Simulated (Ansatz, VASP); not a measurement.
**Two plane-wave programs on TiC**

```
CELL_PARAMETERS angstrom
0.00000 2.12151 2.12151
2.12151 0.00000 2.12151
2.12151 2.12151 0.00000
ATOMIC_POSITIONS crystal
Ti 0.00000 0.00000 0.00000
C 0.50000 0.50000 0.50000
```

Alike in both runs: task single point; functional LDA; k mesh 11 × 11 × 11; occupations fermi-dirac, width 0.05 eV; no spin polarisation.

|  | VASP | Ansatz |
| --- | --- | --- |
| version | VASP 6.6.1 | Ansatz 0.2.0 |
| potentials or method | VASP PAW LDA potentials, release 64 (Ti_sv, C) | JTH PAW LDA |
| plane-wave cutoff (eV) | 520 | 1230 |
| valence electrons in the cell | 16 | 16 |

VASP gave:

```
gap on the k mesh at the Fermi level (eV) : none
pressure (GPa)                            : 4.4
```

Q: Which values does Ansatz return?

A: gap on the k mesh at the Fermi level (eV): none; pressure (GPa): 4.5.

LDA's correlation is that of Perdew and Zunger in VASP and of Perdew and Wang (1992) in Ansatz. A gap of «none» marks a metal or a gap that the smearing closes.
